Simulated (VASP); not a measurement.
# N in VASP: a series of runs, part 2 of 2

VASP 6.6.1.

## Step 3: Single point, r2SCAN

This run uses another cell than the first one, of 23.29 Å³/atom, 0.951 times its volume.

File POSCAR:

```
N
1.0
    5.7113810776      0.0000000000      0.0000000000
    0.0000000000      5.7113810776      0.0000000000
    0.0000000000      0.0000000000      5.7113810776
N
8
Direct
    0.0552465387      0.0552465387      0.0552465387
    0.4447534613      0.9447534613      0.5552465387
    0.5552465387      0.4447534613      0.9447534613
    0.9447534613      0.5552465387      0.4447534613
    0.9447534613      0.9447534613      0.9447534613
    0.5552465387      0.0552465387      0.4447534613
    0.4447534613      0.5552465387      0.0552465387
    0.0552465387      0.4447534613      0.5552465387
```

File INCAR.step1:

```
SYSTEM = N
PREC = Accurate ; ENCUT = 520
ISMEAR = 0 ; SIGMA = 0.02
LREAL = .False. ; LASPH = .True.
NELM = 100 ; NBANDS = 30
GGA = PE ; ALGO = Normal
EDIFF = 1E-4 ; LWAVE = .True.
LCHARG = .False.
```

File INCAR.step2:

```
SYSTEM = N
PREC = Accurate ; ENCUT = 520
EDIFF = 1E-7 ; ISMEAR = 0
SIGMA = 0.02 ; LREAL = .False.
LASPH = .True. ; NELM = 100
ALGO = Normal ; ISIF = 2
LWAVE = .False. ; LCHARG = .False.
METAGGA = R2SCAN ; LMIXTAU = .True.
NBANDS = 30 ; ISTART = 1
```

File KPOINTS:

```
regular mesh
0
Gamma
  4 4 4
  0 0 0
```

Potentials or basis: VASP PAW PBE potentials, release 64 (N).

Launch:

```console
cat potpaw_PBE.64/N/POTCAR > POTCAR
cp INCAR.step1 INCAR
mpirun -np 1 vasp_std > vasp.out
cp INCAR.step2 INCAR
mpirun -np 1 vasp_std > vasp.out
```

OUTCAR:

```text
SYSTEM = N
   PREC = Accurate
   ENCUT = 520
   EDIFF = 1E-7
   ISMEAR = 0
   LREAL = .False.
   LASPH = .True.
   NELM = 100
   ISIF = 2
   METAGGA = R2SCAN
   ISTART = 1

 ion  position               nearest neighbor table
   1  0.055  0.055  0.055-   5 1.09
   2  0.445  0.945  0.555-   6 1.09
   3  0.555  0.445  0.945-   7 1.09
   4  0.945  0.555  0.445-   8 1.09
   5  0.945  0.945  0.945-   1 1.09
   6  0.555  0.055  0.445-   2 1.09
   7  0.445  0.555  0.055-   3 1.09
   8  0.055  0.445  0.555-   4 1.09

  LATTYP: Found a simple cubic cell.
 ALAT       =     5.7113810776

  Lattice vectors:

 A1 = (   5.7113810776,   0.0000000000,   0.0000000000)
 A2 = (   0.0000000000,   5.7113810776,   0.0000000000)
 A3 = (   0.0000000000,   0.0000000000,   5.7113810776)

Analysis of symmetry for initial positions (statically):
=====================================================================
 Subroutine PRICEL returns:
 Original cell was already a primitive cell.

 Routine SETGRP: Setting up the symmetry group for a
 simple cubic supercell.

 Subroutine GETGRP returns: Found 24 space group operations
 (whereof  6 operations were pure point group operations)
 out of a pool of 48 trial point group operations.

The static configuration has the point symmetry S_6 .
 The point group associated with its full space group is T_h .

Analysis of symmetry for dynamics (positions and initial velocities):
=====================================================================
 Subroutine PRICEL returns:
 Original cell was already a primitive cell.

 Routine SETGRP: Setting up the symmetry group for a
 simple cubic supercell.
[... 121 lines left out ...]
   IALGO  =     38    algorithm
   IMIX   =      4    mixing-type and parameters
     AMIX     =   0.40;   BMIX     =  1.00
     AMIX_MAG =   1.60;   BMIX_MAG =  1.00
  volume/ion in A,a.u.               =      23.29       157.16
  Fermi-wavevector in a.u.,A,eV,Ry     =   0.980288  1.852476 13.074717  0.960965
  Thomas-Fermi vector in A             =   2.111207
   LORBIT       =      0    0 simple, 1 ext, 2 COOP (PROOUT), +10 PAW based schemes
   METAGGA = R2SCAN    functional components
   LHFCALC =     F    Hartree Fock is set to
   AEXX    =    0.0000 exact exchange contribution
   IVDW    =     0    specifies the selected vdW correction
   LEPSILON=     F    determine dielectric tensor
   LRPA    =     F    only Hartree local field effects (RPA)
 non-spin polarized calculation
 Gauss-broadening in eV      SIGMA  =   0.02
  energy-cutoff  :      520.00
  volume of cell :      186.30
 maximum number of plane-waves:      5056
   NGX = 21   NGY = 21   NGZ = 21

 number of electron      39.9999995 magnetization

 Free energy of the ion-electron system (eV)
  ---------------------------------------------------
  ext. energy  EPLUGINS =         0.00000000
  ---------------------------------------------------
  free energy    TOTEN  =       -72.93137713 eV

  energy without entropy =      -72.93137713  energy(sigma->0) =      -72.93137713

 E-fermi :  -7.1044     XC(G=0):  -6.4349

 val. band max:       -7.2059714421   @ k =   0.5000   0.0000   0.0000
 cond. band min:       0.9846687829   @ k =   0.0000   0.0000   0.0000
 fundamental gap:      8.1906402249
 Fermi energy:        -7.1044226293

 k-point     1 :       0.0000    0.0000    0.0000
  band No.  band energies     occupation
      1     -26.6091      2.00000
      2     -26.5621      2.00000
      3     -26.5621      2.00000
      4     -26.5621      2.00000
      5     -10.9454      2.00000
      6     -10.9454      2.00000
[... 352 lines left out ...]
     29       6.4476      0.00000
     30       6.4476      0.00000

------------------------ aborting loop because EDIFF is reached ----------------------------------------

  FORCE on cell =-STRESS in cart. coord.  units (eV):
  Direction    XX          YY          ZZ          XY          YZ          ZX
  --------------------------------------------------------------------------------------
  -------------------------------------------------------------------------------------
  Total        2.9773198      2.9773198      2.9773198      0.0000000      0.0000000      0.0000000
  in kB       25.6042847     25.6042847     25.6042847      0.0000000      0.0000000      0.0000000
  external PRESSURE =      25.6042847 kB  Pullay stress =       0.0000000 kB

 VOLUME and BASIS-vectors are now :
 -----------------------------------------------------------------------------
  energy-cutoff  :      520.00
  volume of cell :      186.30
      direct lattice vectors                 reciprocal lattice vectors
     5.711381078  0.000000000  0.000000000     0.175089000  0.000000000  0.000000000
     0.000000000  5.711381078  0.000000000     0.000000000  0.175089000  0.000000000
     0.000000000  0.000000000  5.711381078     0.000000000  0.000000000  0.175089000

 POSITION                                       TOTAL-FORCE (eV/Angst)
 -----------------------------------------------------------------------------------
      0.31553      0.31553      0.31553         1.327635      1.327635      1.327635
      2.54016      5.39585      3.17122        -1.327635     -1.327635      1.327635
      3.17122      2.54016      5.39585         1.327635     -1.327635     -1.327635
      5.39585      3.17122      2.54016        -1.327635      1.327635     -1.327635
      5.39585      5.39585      5.39585        -1.327635     -1.327635     -1.327635
      3.17122      0.31553      2.54016         1.327635      1.327635     -1.327635
      2.54016      3.17122      0.31553        -1.327635      1.327635      1.327635
      0.31553      2.54016      3.17122         1.327635     -1.327635      1.327635
 -----------------------------------------------------------------------------------
    total drift:                                0.000000      0.000000      0.000000

  FREE ENERGIE OF THE ION-ELECTRON SYSTEM (eV)
  ---------------------------------------------------
  free  energy   TOTEN  =       -72.9313771322 eV

  energy  without entropy=      -72.9313771322  energy(sigma->0) =      -72.93137713
```

Wall time 3.4 min (1 thread of Intel Xeon Platinum 8259CL at 2.50GHz (Skylake/Cascade Lake), shared host); peak memory 0.28 GiB.

What came out:

```
Free energy            : -72.9314 eV
Pressure               : 2.6 GPa
Largest force          : 2.300 eV/Å
Band gap on the k mesh : 8.19 eV, indirect (least direct gap 8.21 eV)
```

Forces in eV/Å, atoms in the order of the input:
```
N    1.328  1.328  1.328
N   -1.328 -1.328  1.328
N    1.328 -1.328 -1.328
N   -1.328  1.328 -1.328
N   -1.328 -1.328 -1.328
N    1.328  1.328 -1.328
N   -1.328  1.328  1.328
N    1.328 -1.328  1.328
```

Caveat: the standard files for N, O and F lose accuracy on very short bonds; the PAW data sets were made with another functional, which shifts forces and pressure a little. A k mesh can miss the band edges.

## Step 4: Relaxation of cell and atoms, r2SCAN

This run uses another cell than the first one, of 23.29 Å³/atom, 0.951 times its volume.

POSCAR is that of step 3.

File INCAR.step1:

```
SYSTEM = N
PREC = Accurate
ENCUT = 600
ISMEAR = 0
SIGMA = 0.02
LREAL = .FALSE.
LASPH = .TRUE.
NELM = 100
GGA = PE
ALGO = Normal
EDIFF = 1E-4
LWAVE = .TRUE.
LCHARG = .FALSE.
```

File INCAR.step2:

```
SYSTEM = N
PREC = Accurate
ENCUT = 600
EDIFF = 1E-6
ISMEAR = 0
SIGMA = 0.02
LREAL = .FALSE.
LASPH = .TRUE.
NELM = 100
ALGO = Normal
ISIF = 3
LWAVE = .FALSE.
LCHARG = .FALSE.
METAGGA = R2SCAN
LMIXTAU = .TRUE.
IBRION = 2
NSW = 100
EDIFFG = -0.01
ISTART = 1
```

File KPOINTS:

```
regular mesh
0
G
  4 4 4
  0 0 0
```

Potentials or basis: VASP PAW PBE potentials, release 64 (N).

Launch:

```console
cat potpaw_PBE.64/N/POTCAR > POTCAR
cp INCAR.step1 INCAR
mpirun -np 1 vasp_std > vasp.out
cp INCAR.step2 INCAR
mpirun -np 1 vasp_std > vasp.out
```

OUTCAR:

```text
SYSTEM = N
   PREC = Accurate
   ENCUT = 600
   EDIFF = 1E-6
   ISMEAR = 0
   LREAL = .FALSE.
   LASPH = .TRUE.
   NELM = 100
   ISIF = 3
   METAGGA = R2SCAN
   IBRION = 2
   NSW = 100
   EDIFFG = -0.01
   ISTART = 1

 ion  position               nearest neighbor table
   1  0.055  0.055  0.055-   5 1.09
   2  0.445  0.945  0.555-   6 1.09
   3  0.555  0.445  0.945-   7 1.09
   4  0.945  0.555  0.445-   8 1.09
   5  0.945  0.945  0.945-   1 1.09
   6  0.555  0.055  0.445-   2 1.09
   7  0.445  0.555  0.055-   3 1.09
   8  0.055  0.445  0.555-   4 1.09

  LATTYP: Found a simple cubic cell.
 ALAT       =     5.7113810776

  Lattice vectors:

 A1 = (   5.7113810776,   0.0000000000,   0.0000000000)
 A2 = (   0.0000000000,   5.7113810776,   0.0000000000)
 A3 = (   0.0000000000,   0.0000000000,   5.7113810776)

Analysis of symmetry for initial positions (statically):
=====================================================================
 Subroutine PRICEL returns:
 Original cell was already a primitive cell.

 Routine SETGRP: Setting up the symmetry group for a
 simple cubic supercell.

 Subroutine GETGRP returns: Found 24 space group operations
 (whereof  6 operations were pure point group operations)
 out of a pool of 48 trial point group operations.

The static configuration has the point symmetry S_6 .
 The point group associated with its full space group is T_h .

Analysis of symmetry for dynamics (positions and initial velocities):
=====================================================================
 Subroutine PRICEL returns:
 Original cell was already a primitive cell.

 Routine SETGRP: Setting up the symmetry group for a
 simple cubic supercell.

 Subroutine GETGRP returns: Found 24 space group operations
 (whereof  6 operations were pure point group operations)
[... 120 lines left out ...]
     AMIX     =   0.40;   BMIX     =  1.00
     AMIX_MAG =   1.60;   BMIX_MAG =  1.00
  volume/ion in A,a.u.               =      23.29       157.16
  Fermi-wavevector in a.u.,A,eV,Ry     =   0.980288  1.852476 13.074717  0.960965
  Thomas-Fermi vector in A             =   2.111207
   LORBIT       =      0    0 simple, 1 ext, 2 COOP (PROOUT), +10 PAW based schemes
   METAGGA = R2SCAN    functional components
   LHFCALC =     F    Hartree Fock is set to
   AEXX    =    0.0000 exact exchange contribution
   IVDW    =     0    specifies the selected vdW correction
   LEPSILON=     F    determine dielectric tensor
   LRPA    =     F    only Hartree local field effects (RPA)
 conjugate gradient relaxation of ions
 non-spin polarized calculation
 Gauss-broadening in eV      SIGMA  =   0.02
  energy-cutoff  :      600.00
  volume of cell :      186.30
 maximum number of plane-waves:      6239
 NGX is ok and might be reduce to    48
   NGX = 23   NGY = 23   NGZ = 23

--------------------------------------- Ionic step        1  -------------------------------------------

 number of electron      40.0000004 magnetization

 Free energy of the ion-electron system (eV)
  ---------------------------------------------------
  ext. energy  EPLUGINS =         0.00000000
  ---------------------------------------------------
  free energy    TOTEN  =       -72.96857381 eV

  energy without entropy =      -72.96857381  energy(sigma->0) =      -72.96857381

------------------------ aborting loop because EDIFF is reached ----------------------------------------

  FORCE on cell =-STRESS in cart. coord.  units (eV):
  Direction    XX          YY          ZZ          XY          YZ          ZX
  --------------------------------------------------------------------------------------
  -------------------------------------------------------------------------------------
  Total        3.0135307      3.0135307      3.0135307     -0.0000000      0.0000000      0.0000000
  in kB       25.9156910     25.9156910     25.9156910     -0.0000000      0.0000000      0.0000000
  external PRESSURE =      25.9156910 kB  Pullay stress =       0.0000000 kB
[... 107 lines left out ...]
  FREE ENERGIE OF THE ION-ELECTRON SYSTEM (eV)
  ---------------------------------------------------
  free  energy   TOTEN  =       -73.0159232334 eV

  energy  without entropy=      -73.0159232334  energy(sigma->0) =      -73.01592323

[... ionic steps 4 to 8 ...]

--------------------------------------- Ionic step        9  -------------------------------------------

 number of electron      40.0000003 magnetization

------------------------ aborting loop because EDIFF is reached ----------------------------------------
[... 79 lines left out ...]
--------------------------------------- Ionic step       11  -------------------------------------------

 number of electron      40.0000000 magnetization

 Free energy of the ion-electron system (eV)
  ---------------------------------------------------
  ext. energy  EPLUGINS =         0.00000000
  ---------------------------------------------------
  free energy    TOTEN  =       -73.02476306 eV

  energy without entropy =      -73.02476306  energy(sigma->0) =      -73.02476306

 E-fermi :  -6.9979     XC(G=0):  -6.5611

 val. band max:       -7.0994140357   @ k =   0.5000   0.0000   0.0000
 cond. band min:       0.9048995778   @ k =   0.0000   0.0000   0.0000
 fundamental gap:      8.0043136134
 Fermi energy:        -6.9979046236

 k-point     1 :       0.0000    0.0000    0.0000
  band No.  band energies     occupation
      1     -26.3097      2.00000
      2     -26.2554      2.00000
      3     -26.2554      2.00000
      4     -26.2554      2.00000
      5     -10.9610      2.00000
      6     -10.9610      2.00000
[... 332 lines left out ...]
  FREE ENERGIE OF THE ION-ELECTRON SYSTEM (eV)
  ---------------------------------------------------
  free  energy   TOTEN  =       -73.0247630599 eV

  energy  without entropy=      -73.0247630599  energy(sigma->0) =      -73.02476306

 reached required accuracy - stopping structural energy minimisation
```

OUTCAR.step1:

```text
SYSTEM = N
   PREC = Accurate
   ENCUT = 600
   ISMEAR = 0
   LREAL = .FALSE.
   LASPH = .TRUE.
[... 539 lines left out ...]
      3.17122      0.31553      2.54016         1.785206      1.785206     -1.785206
      2.54016      3.17122      0.31553        -1.785206      1.785206      1.785206
      0.31553      2.54016      3.17122         1.785206     -1.785206      1.785206
 -----------------------------------------------------------------------------------
    total drift:                               -0.000000     -0.000000      0.000000

  FREE ENERGIE OF THE ION-ELECTRON SYSTEM (eV)
  ---------------------------------------------------
  free  energy   TOTEN  =       -66.5767785388 eV

  energy  without entropy=      -66.5767785388  energy(sigma->0) =      -66.57677854
```

It took 28 min on 1 thread of Intel Xeon Platinum 8259CL at 2.50GHz (Skylake/Cascade Lake), shared host; peak memory 0.37 GiB.

What came out:

| Property | Result |
| --- | --- |
| Free energy | -73.0248 eV |
| Relaxed volume | 22.75 Å³/atom |
| Relaxed cell | a = 5.667 Å, b = 5.667 Å, c = 5.667 Å, α = 90.00°, β = 90.00°, γ = 90.00° |
| Space group after relaxing (to 0.05 Å) | Pa-3 (No. 205) |
| Energy gained by relaxing | 7.0 meV/atom |
| Ionic steps | 11 |
| Pressure after relaxing | 0.0 GPa |
| Largest force after relaxing | 0.004 eV/Å |
| Band gap on the k mesh | 8.00 eV, indirect (least direct gap 8.03 eV) |

Forces in eV/Å, atoms in the order of the input:
```
N    0.002  0.002  0.002
N   -0.002 -0.002  0.002
N    0.002 -0.002 -0.002
N   -0.002  0.002 -0.002
N   -0.002 -0.002 -0.002
N    0.002  0.002 -0.002
N   -0.002  0.002  0.002
N    0.002 -0.002  0.002
```

The path:
| step | energy change (eV) | largest force (eV/Å) | pressure (GPa) | volume (Å³) |
| --- | --- | --- | --- | --- |
| 1 | 0.0000 | 2.1555 | 2.59 | 186.30 |
| 2 | 9.0015 | 15.6571 | -22.58 | 196.65 |
| 3 | -0.0473 | 0.7314 | -1.01 | 186.93 |
| 4 | -0.0539 | 0.1706 | -0.30 | 186.77 |
| 5 | -0.0543 | 0.0045 | -0.09 | 186.72 |
| 6 | -0.0543 | 0.0250 | -0.05 | 186.72 |
| 7 | -0.0545 | 0.0241 | -0.05 | 186.49 |
| 8 | -0.0546 | 0.0223 | -0.05 | 186.19 |
| 9 | -0.0549 | 0.0189 | -0.05 | 185.59 |
| 10 | -0.0554 | 0.0129 | -0.05 | 184.40 |
| 11 | -0.0562 | 0.0042 | -0.03 | 182.03 |

Final structure:
```
N
1.0
     5.66738    0.00000    0.00000
     0.00000    5.66738    0.00000
     0.00000    0.00000    5.66738
N
8
Direct
  0.05633 0.05633 0.05633
  0.44367 0.94367 0.55633
  0.55633 0.44367 0.94367
  0.94367 0.55633 0.44367
  0.94367 0.94367 0.94367
  0.55633 0.05633 0.44367
  0.44367 0.55633 0.05633
  0.05633 0.44367 0.55633
```

Caveat: the standard files for N, O and F lose accuracy on very short bonds; the PAW data sets were made with another functional, which shifts forces and pressure a little.

## Step 5: Overview

| task | cell | cutoff (eV) | smearing | gap on the mesh (eV) | pressure (GPa) | largest force (eV/Å) |
| --- | --- | --- | --- | --- | --- | --- |
| single point | a = 5.807 Å, 8 atoms | 520 | gaussian 0.1 eV | 8.27 | 2.4 | 2.31 |
| single point | a = 5.711 Å, 8 atoms | 520 | gaussian 0.02 eV | 8.19 | 2.6 | 2.30 |
| relaxation of cell and atoms | relaxed from a = 5.711 Å, 8 atoms | 600 | gaussian 0.02 eV | 8.00 | 0.0 | - |

Alike in all rows: level r2SCAN; potentials or basis VASP PAW PBE potentials, release 64 (N); no spin polarisation; k mesh 4 × 4 × 4.

Caveats: the standard files for N, O and F lose accuracy on very short bonds; the PAW data sets were made with another functional, which shifts forces and pressure a little.

Total energies depend on the potentials used, so only differences within one code and one set of settings carry meaning.
